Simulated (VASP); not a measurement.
# LaSb2Au (P4/nmm) in VASP: notebook

The runs below take LaSb2Au through single point, with LDA.

All numbers are computed with VASP 6.6.1; they aren't measurements. Logs are shortened: lines on timing, memory, paths and dates and some standing lists are left out, and cuts for length are marked.

### Step 1. The cell of the first run

It takes space group P4/nmm (No. 129, tetragonal). The conventional cell has a = 4.373 Å, b = 4.373 Å, c = 10.432 Å, α = 90.00°, β = 90.00°, γ = 90.00°. La (site symmetry 4mm) has 8 Sb at 3.21 to 3.37 Å and 4 Au at 3.44 Å within 4.2 Å. Within 3.7 Å of Sb (site symmetry 4mm) lie 4 Au at 2.82 Å and 4 La at 3.21 Å. Sb (site symmetry -4m2) has 8 Sb at 3.09 to 4.07 Å and 4 La at 3.37 Å within 4.1 Å. Au (site symmetry -4m2) has 4 Sb at 2.82 Å and 4 Au at 3.09 Å and 4 La at 3.44 Å within 3.7 Å.

### Step 2. Single point, LDA

INCAR

```
SYSTEM = LaSb2Au
PREC = Accurate
ENCUT = 520
EDIFF = 1E-7
ISMEAR = -1
SIGMA = 0.05
LREAL = .FALSE.
LASPH = .TRUE.
NELM = 100
ALGO = Normal
ISIF = 2
LWAVE = .FALSE.
LCHARG = .FALSE.
GGA = CA
NBANDS = 42
```

KPOINTS

```
Automatic mesh
0
G
  5 5 3
  0 0 0
```

POSCAR

```
LaSb2Au
1.0
    4.3728304524      0.0000000000      0.0000000000
    0.0000000000      4.3728304524      0.0000000000
    0.0000000000      0.0000000000     10.4320000000
La Sb Au
2 4 2
Direct
    0.5000000000      0.0000000000      0.7456583352
    0.0000000000      0.5000000000      0.2543416648
    0.5000000000      0.0000000000      0.1704689367
    0.0000000000      0.5000000000      0.8295310633
    0.0000000000      0.0000000000      0.5000000000
    0.5000000000      0.5000000000      0.5000000000
    0.0000000000      0.0000000000      0.0000000000
    0.5000000000      0.5000000000      0.0000000000
```

Potentials or basis: VASP PAW LDA potentials, release 64 (La, Sb, Au).

On the command line:

```sh
cat potpaw_LDA.64/La/POTCAR potpaw_LDA.64/Sb/POTCAR potpaw_LDA.64/Au/POTCAR > POTCAR
mpirun -np 1 vasp_std > vasp.out
```

OUTCAR:

```text
SYSTEM = LaSb2Au
   PREC = Accurate
   ENCUT = 520
   EDIFF = 1E-7
   ISMEAR = -1
   LREAL = .FALSE.
   LASPH = .TRUE.
   NELM = 100
   ISIF = 2
   GGA = CA

 ion  position               nearest neighbor table
   1  0.500  0.000  0.746-   4 3.21   4 3.21   4 3.21   4 3.21   6 3.37   6 3.37   5 3.37   5 3.37
                             7 3.44   8 3.44   7 3.44   8 3.44
   2  0.000  0.500  0.254-   3 3.21   3 3.21   3 3.21   3 3.21   5 3.37   6 3.37   6 3.37   5 3.37
                             7 3.44   8 3.44   8 3.44   7 3.44
   3  0.500  0.000  0.170-   7 2.82   8 2.82   8 2.82   7 2.82   2 3.21   2 3.21   2 3.21   2 3.21

   4  0.000  0.500  0.830-   7 2.82   8 2.82   7 2.82   8 2.82   1 3.21   1 3.21   1 3.21   1 3.21

   5  0.000  0.000  0.500-   6 3.09   6 3.09   6 3.09   6 3.09   2 3.37   1 3.37   1 3.37   2 3.37

   6  0.500  0.500  0.500-   5 3.09   5 3.09   5 3.09   5 3.09   2 3.37   2 3.37   1 3.37   1 3.37

   7  0.000  0.000  0.000-   3 2.82   4 2.82   4 2.82   3 2.82   8 3.09   8 3.09   8 3.09   8 3.09
                             1 3.44   2 3.44   2 3.44   1 3.44
   8  0.500  0.500  0.000-   3 2.82   4 2.82   3 2.82   4 2.82   7 3.09   7 3.09   7 3.09   7 3.09
                             2 3.44   1 3.44   2 3.44   1 3.44

  LATTYP: Found a simple tetragonal cell.
 ALAT       =     4.3728304524
 C/A-ratio  =     2.3856401737

  Lattice vectors:

 A1 = (   4.3728304524,   0.0000000000,   0.0000000000)
 A2 = (   0.0000000000,   4.3728304524,   0.0000000000)
 A3 = (   0.0000000000,   0.0000000000,  10.4320000000)

Analysis of symmetry for initial positions (statically):
=====================================================================
 Subroutine PRICEL returns:
 Original cell was already a primitive cell.

 Routine SETGRP: Setting up the symmetry group for a
 simple tetragonal supercell.

 Subroutine GETGRP returns: Found 16 space group operations
 (whereof  8 operations were pure point group operations)
 out of a pool of 16 trial point group operations.

The static configuration has the point symmetry D_2d.
 The point group associated with its full space group is D_4h.

Analysis of symmetry for dynamics (positions and initial velocities):
=====================================================================
 Subroutine PRICEL returns:
 Original cell was already a primitive cell.

 Routine SETGRP: Setting up the symmetry group for a
 simple tetragonal supercell.

 Subroutine GETGRP returns: Found 16 space group operations
 (whereof  8 operations were pure point group operations)
 out of a pool of 16 trial point group operations.

The dynamic configuration has the point symmetry D_2d.
 The point group associated with its full space group is D_4h.

 Subroutine INISYM returns: Found 16 space group operations
 (whereof  8 operations are pure point group operations),
 and found     1 'primitive' translations

----------------------------------------------------------------------------------------

                                     Primitive cell

  volume of cell :     199.4770

  direct lattice vectors                    reciprocal lattice vectors
     4.372830452  0.000000000  0.000000000     0.228684833  0.000000000  0.000000000
     0.000000000  4.372830452  0.000000000     0.000000000  0.228684833  0.000000000
     0.000000000  0.000000000 10.432000000     0.000000000  0.000000000  0.095858896

  length of vectors
     4.372830452  4.372830452 10.432000000     0.228684833  0.228684833  0.095858896

  position of ions in fractional coordinates (direct lattice)
     0.500000000  0.000000000  0.745658335
     0.000000000  0.500000000  0.254341665
     0.500000000  0.000000000  0.170468937
     0.000000000  0.500000000  0.829531063
     0.000000000  0.000000000  0.500000000
     0.500000000  0.500000000  0.500000000
     0.000000000  0.000000000  0.000000000
     0.500000000  0.500000000  0.000000000

  ion indices of the primitive-cell ions
   primitive index   ion index
                 1           1
                 2           2
                 3           3
                 4           4
                 5           5
                 6           6
                 7           7
                 8           8

----------------------------------------------------------------------------------------

 KPOINTS: Automatic mesh

Automatic generation of k-mesh.
 Grid dimensions read from file:
 generate k-points for:    5    5    3

 Generating k-lattice:

  Cartesian coordinates                     Fractional coordinates (reciprocal lattice)
     0.045736967  0.000000000  0.000000000     0.200000000  0.000000000  0.000000000
     0.000000000  0.045736967  0.000000000     0.000000000  0.200000000  0.000000000
     0.000000000  0.000000000  0.031952965     0.000000000  0.000000000  0.333333333

  Length of vectors
     0.045736967  0.045736967  0.031952965

  Shift w.r.t. Gamma in fractional coordinates (k-lattice)
     0.000000000  0.000000000  0.000000000

 Subroutine IBZKPT returns following result:
 ===========================================

 Found     12 irreducible k-points:

 Following reciprocal coordinates:
            Coordinates               Weight
  0.000000  0.000000  0.000000      1.000000
  0.200000  0.000000  0.000000      4.000000
  0.400000  0.000000  0.000000      4.000000
  0.200000  0.200000  0.000000      4.000000
  0.400000  0.200000  0.000000      8.000000
  0.400000  0.400000  0.000000      4.000000
  0.000000  0.000000  0.333333      2.000000
  0.200000  0.000000  0.333333      8.000000
  0.400000  0.000000  0.333333      8.000000
  0.200000  0.200000  0.333333      8.000000
  0.400000  0.200000  0.333333     16.000000
  0.400000  0.400000  0.333333      8.000000
   k-points           NKPTS =     12   k-points in BZ     NKDIM =     12   number of bands    NBANDS=     42
   number of dos      NEDOS =    301   number of ions     NIONS =      8
   total plane-waves  NPLWV = 103680
   dimension x,y,z NGX =    36 NGY =   36 NGZ =   80
   dimension x,y,z NGXF=    72 NGYF=   72 NGZF=  160
   ions per type =               2   4   2
   NGX,Y,Z   is equivalent  to a cutoff of  13.69, 13.69, 12.75 a.u.
   NGXF,Y,Z  is equivalent  to a cutoff of  27.37, 27.37, 25.50 a.u.
 SYSTEM =  LaSb2Au
   PREC   = accura    normal or accurate (medium, high low for compatibility)
   ISTART =      0    job   : 0-new  1-cont  2-samecut
   ICHARG =      2    charge: 1-file 2-atom 10-const
   ISPIN  =      1    spin polarized calculation?
   LNONCOLLINEAR =      F non collinear calculations
   LSORBIT =      F    spin-orbit coupling
   LASPH  =      T    aspherical Exc in radial PAW
   ENCUT  =  520.0 eV  38.22 Ry    6.18 a.u.   8.13  8.13 19.40*2*pi/ulx,y,z
   NELM   =    100;   NELMIN=  2; NELMDL= -5     # of ELM steps
   EDIFF  = 0.1E-06   stopping-criterion for ELM
   LREAL  =      F    real-space projection
   EDIFFG = 0.1E-05   stopping-criterion for IOM
   NSW    =      0    number of steps for IOM
   IBRION =     -1    ionic relax: 0-MD 1-quasi-New 2-CG
   NFREE  =      0    steps in history (QN), initial steepest desc. (CG)
   ISIF   =      2    stress and relaxation
   ISYM   =      2    0-nonsym 1-usesym 2-fastsym
   POTIM  = 0.5000    time-step for ionic-motion
   TEBEG  =    0.0;   TEEND  =   0.0 temperature during run
   PSTRESS=    0.0 pullay stress
   NELECT =      64.0000    total number of electrons
   NUPDOWN=      -1.0000    fix difference up-down
   EMIN   =  10.00;   EMAX   =-10.00  energy-range for DOS
   EFERMI =   0.00;   METHOD = LEGACY
   ISMEAR =    -1;   SIGMA  =   0.05  broadening in eV -4-tet -1-fermi 0-gaus
   EFERMI_NEDOS =   21; number of points for ismear=-14 and -15
   IALGO  =     38    algorithm
   IMIX   =      4    mixing-type and parameters
     AMIX     =   0.40;   BMIX     =  1.00
     AMIX_MAG =   1.60;   BMIX_MAG =  1.00
  volume/ion in A,a.u.               =      24.93       168.27
  Fermi-wavevector in a.u.,A,eV,Ry     =   1.120737  2.117887 17.089630  1.256052
  Thomas-Fermi vector in A             =   2.257386
   LORBIT       =      0    0 simple, 1 ext, 2 COOP (PROOUT), +10 PAW based schemes
   GGA     = CA    functional components
   LHFCALC =     F    Hartree Fock is set to
   AEXX    =    0.0000 exact exchange contribution
   IVDW    =     0    specifies the selected vdW correction
   LEPSILON=     F    determine dielectric tensor
   LRPA    =     F    only Hartree local field effects (RPA)
 non-spin polarized calculation
  energy-cutoff  :      520.00
  volume of cell :      199.48
 maximum number of plane-waves:      5390
 NGX is ok and might be reduce to    36
   NGX = 17   NGY = 17   NGZ = 39

 number of electron      63.9999998 magnetization

 Free energy of the ion-electron system (eV)
  ---------------------------------------------------
  ext. energy  EPLUGINS =         0.00000000
  ---------------------------------------------------
  free energy    TOTEN  =       -45.77166955 eV

  energy without entropy =      -45.74347474  energy(sigma->0) =      -45.75757214

 E-fermi :   8.8593     XC(G=0): -10.8935

 val. band max:        8.8436264568   @ k =   0.2000   0.2000   0.0000
 cond. band min:       8.9019663945   @ k =   0.0000   0.0000   0.3333
 fundamental gap:      0.0583399377
 Fermi energy:         8.8592848917

 k-point     1 :       0.0000    0.0000    0.0000
  band No.  band energies     occupation
      1     -23.3439      2.00000
      2     -23.3425      2.00000
      3      -7.3927      2.00000
      4      -7.2532      2.00000
      5      -7.1287      2.00000
      6      -7.1287      2.00000
[... 34 lines left out ...]
     41      11.0793      0.00000
     42      11.1160      0.00000

 k-point     2 :       0.2000    0.0000    0.0000
  band No.  band energies     occupation
      1     -23.3392      2.00000
      2     -23.3380      2.00000
      3      -7.3533      2.00000
      4      -7.2664      2.00000
      5      -7.2591      2.00000
      6      -7.2313      2.00000
[... 34 lines left out ...]
     41      11.1085      0.00000
     42      11.1193      0.00000

 k-point     3 :       0.4000    0.0000    0.0000
  band No.  band energies     occupation
      1     -23.3314      2.00000
      2     -23.3309      2.00000
      3      -7.4547      2.00000
      4      -7.4515      2.00000
      5      -7.2755      2.00000
      6      -7.2337      2.00000
[... 34 lines left out ...]
     41      11.1612      0.00000
     42      11.1918      0.00000

 k-point     4 :       0.2000    0.2000    0.0000
  band No.  band energies     occupation
      1     -23.3345      2.00000
      2     -23.3335      2.00000
      3      -7.3184      2.00000
      4      -7.2604      2.00000
      5      -7.2562      2.00000
      6      -7.2171      2.00000
[... 304 lines left out ...]
     41      11.0822      0.00000
     42      11.1617      0.00000

 k-point    11 :       0.4000    0.2000    0.3333
  band No.  band energies     occupation
      1     -23.3267      2.00000
      2     -23.3265      2.00000
      3      -7.4201      2.00000
      4      -7.4147      2.00000
      5      -7.2429      2.00000
      6      -7.2235      2.00000
[... 34 lines left out ...]
     41      11.1178      0.00000
     42      11.1846      0.00000

 k-point    12 :       0.4000    0.4000    0.3333
  band No.  band energies     occupation
      1     -23.3192      2.00000
      2     -23.3191      2.00000
      3      -7.3670      2.00000
      4      -7.3516      2.00000
      5      -7.3513      2.00000
      6      -7.3363      2.00000
[... 34 lines left out ...]
     41      11.1437      0.00000
     42      11.1895      0.00000

------------------------ aborting loop because EDIFF is reached ----------------------------------------

  FORCE on cell =-STRESS in cart. coord.  units (eV):
  Direction    XX          YY          ZZ          XY          YZ          ZX
  --------------------------------------------------------------------------------------
  -------------------------------------------------------------------------------------
  Total        0.1865768      0.1865768     -1.4377658      0.0000000      0.0000000     -0.0000000
  in kB        1.4985642      1.4985642    -11.5479760      0.0000000      0.0000000     -0.0000000
  external PRESSURE =      -2.8502825 kB  Pullay stress =       0.0000000 kB

 VOLUME and BASIS-vectors are now :
 -----------------------------------------------------------------------------
  energy-cutoff  :      520.00
  volume of cell :      199.48
      direct lattice vectors                 reciprocal lattice vectors
     4.372830452  0.000000000  0.000000000     0.228684833  0.000000000  0.000000000
     0.000000000  4.372830452  0.000000000     0.000000000  0.228684833  0.000000000
     0.000000000  0.000000000 10.432000000     0.000000000  0.000000000  0.095858896

 POSITION                                       TOTAL-FORCE (eV/Angst)
 -----------------------------------------------------------------------------------
      2.18642      0.00000      7.77871        -0.000000     -0.000000     -0.019290
      0.00000      2.18642      2.65329        -0.000000      0.000000      0.019290
      2.18642      0.00000      1.77833        -0.000000     -0.000000      0.034849
      0.00000      2.18642      8.65367        -0.000000      0.000000     -0.034849
      0.00000      0.00000      5.21600        -0.000000     -0.000000      0.000000
      2.18642      2.18642      5.21600        -0.000000      0.000000      0.000000
      0.00000      0.00000      0.00000        -0.000000      0.000000      0.000000
      2.18642      2.18642      0.00000         0.000000     -0.000000      0.000000
 -----------------------------------------------------------------------------------
    total drift:                                0.000000      0.000000     -0.000000

  FREE ENERGIE OF THE ION-ELECTRON SYSTEM (eV)
  ---------------------------------------------------
  free  energy   TOTEN  =       -45.7716695483 eV

  energy  without entropy=      -45.7434747395  energy(sigma->0) =      -45.75757214
```

Wall time 4.3 min (1 thread of Oxide Virtual Turin-like, shared host); peak memory 0.27 GiB.

Results:

```yaml
Free_energy: -45.7717 eV
Pressure: -0.3 GPa
Largest_force: 0.035 eV/Å
Band_gap_on_the_k_mesh: zero (band 32 reaches 9.50 eV, above the bottom of band 33 at 8.77 eV)
```

Forces in eV/Å, atoms in the order of the input:
```
La   0.000  0.000 -0.019
La   0.000  0.000  0.019
Sb   0.000  0.000  0.035
Sb   0.000  0.000 -0.035
Sb   0.000  0.000  0.000
Sb   0.000  0.000  0.000
Au   0.000  0.000  0.000
Au   0.000  0.000  0.000
```

Caveat: spin-orbit coupling is left out, which moves the levels of the heavy elements.

### Step 3. Single point, LDA

This run uses another cell than the first one, of 25.66 Å³/atom, 1.029 times its volume.

INCAR

```
  PREC = Accurate
  ENCUT = 520
  EDIFF = 1E-6
  ISMEAR = -1
  SIGMA = 0.05
  LREAL = F
  LASPH = T
  NELM = 60
  ALGO = Normal
  ISIF = 2
  LWAVE = F
  LCHARG = F
  NBANDS = 42
```

KPOINTS

```
regular mesh
0
Gamma
  5 5 3
```

POSCAR

```
LaSb2Au
1.0
    4.4360000000      0.0000000000      0.0000000000
    0.0000000000      4.4360000000      0.0000000000
    0.0000000000      0.0000000000     10.4320000000
La Sb Au
2 4 2
Direct
    0.5000000000      0.0000000000      0.7531500000
    0.0000000000      0.5000000000      0.2468500000
    0.5000000000      0.0000000000      0.1694000000
    0.0000000000      0.5000000000      0.8306000000
    0.0000000000      0.0000000000      0.5000000000
    0.5000000000      0.5000000000      0.5000000000
    0.0000000000      0.0000000000      0.0000000000
    0.5000000000      0.5000000000      0.0000000000
```

Potentials or basis: VASP PAW LDA potentials, release 64 (La, Sb, Au).

On the command line:

```sh
cat potpaw_LDA.64/La/POTCAR potpaw_LDA.64/Sb/POTCAR potpaw_LDA.64/Au/POTCAR > POTCAR
mpirun -np 1 vasp_std > vasp.out
```

OUTCAR:

```text
PREC = Accurate
   ENCUT = 520
   EDIFF = 1E-6
   ISMEAR = -1
   LREAL = F
   LASPH = T
   NELM = 60
   ISIF = 2

 ion  position               nearest neighbor table
   1  0.500  0.000  0.753-   4 3.24   4 3.24   4 3.24   4 3.24   8 3.40   8 3.40   7 3.40   7 3.40
                             5 3.45   5 3.45   6 3.45   6 3.45
   2  0.000  0.500  0.247-   3 3.24   3 3.24   3 3.24   3 3.24   7 3.40   8 3.40   8 3.40   7 3.40
                             5 3.45   6 3.45   5 3.45   6 3.45
   3  0.500  0.000  0.169-   7 2.84   8 2.84   8 2.84   7 2.84   2 3.24   2 3.24   2 3.24   2 3.24
[... 7 lines left out ...]
   7  0.000  0.000  0.000-   3 2.84   4 2.84   4 2.84   3 2.84   8 3.14   8 3.14   8 3.14   8 3.14
                             1 3.40   2 3.40   2 3.40   1 3.40
   8  0.500  0.500  0.000-   3 2.84   4 2.84   3 2.84   4 2.84   7 3.14   7 3.14   7 3.14   7 3.14
[... 742 lines left out ...]
  external PRESSURE =     -23.5726400 kB  Pullay stress =       0.0000000 kB

 VOLUME and BASIS-vectors are now :
 -----------------------------------------------------------------------------
  energy-cutoff  :      520.00
  volume of cell :      205.28
      direct lattice vectors                 reciprocal lattice vectors
     4.436000000  0.000000000  0.000000000     0.225428314  0.000000000  0.000000000
     0.000000000  4.436000000  0.000000000     0.000000000  0.225428314  0.000000000
     0.000000000  0.000000000 10.432000000     0.000000000  0.000000000  0.095858896

 POSITION                                       TOTAL-FORCE (eV/Angst)
 -----------------------------------------------------------------------------------
      2.21800      0.00000      7.85686        -0.000000     -0.000000     -0.333738
      0.00000      2.21800      2.57514         0.000000      0.000000      0.333738
      2.21800      0.00000      1.76718         0.000000      0.000000     -0.018440
      0.00000      2.21800      8.66482         0.000000     -0.000000      0.018440
      0.00000      0.00000      5.21600         0.000000      0.000000     -0.000000
      2.21800      2.21800      5.21600         0.000000     -0.000000     -0.000000
      0.00000      0.00000      0.00000        -0.000000      0.000000     -0.000000
      2.21800      2.21800      0.00000         0.000000     -0.000000     -0.000000
 -----------------------------------------------------------------------------------
    total drift:                                0.000000      0.000000      0.000000

  FREE ENERGIE OF THE ION-ELECTRON SYSTEM (eV)
  ---------------------------------------------------
  free  energy   TOTEN  =       -45.7077205260 eV

  energy  without entropy=      -45.6771090216  energy(sigma->0) =      -45.69241477
```

Run time: 3.9 min. Hardware: 1 thread of Oxide Virtual Turin-like, shared host; peak memory 0.27 GiB.

Results:

- Free energy: -45.7077 eV
- Pressure: -2.4 GPa
- Largest force: 0.334 eV/Å
- Band gap on the k mesh: zero (band 32 reaches 9.07 eV, above the bottom of band 33 at 8.40 eV)

Forces on the atoms (eV/Å):
```
La   0.000  0.000 -0.334
La   0.000  0.000  0.334
Sb   0.000  0.000 -0.018
Sb   0.000  0.000  0.018
Sb   0.000  0.000  0.000
Sb   0.000  0.000  0.000
Au   0.000  0.000  0.000
Au   0.000  0.000  0.000
```

Levels at points of the mesh, in eV from the Fermi level:
```tsv
k point	band 28	band 29	band 30	band 31	band 32	band 33	band 34	band 35	band 36	band 37
(0.00, 0.00, 0.00)	-1.60	-1.14	-0.45	-0.01	0.53	0.53	1.34	1.71	1.92	1.92
```

Caveat: spin-orbit coupling is left out, which moves the levels of the heavy elements.
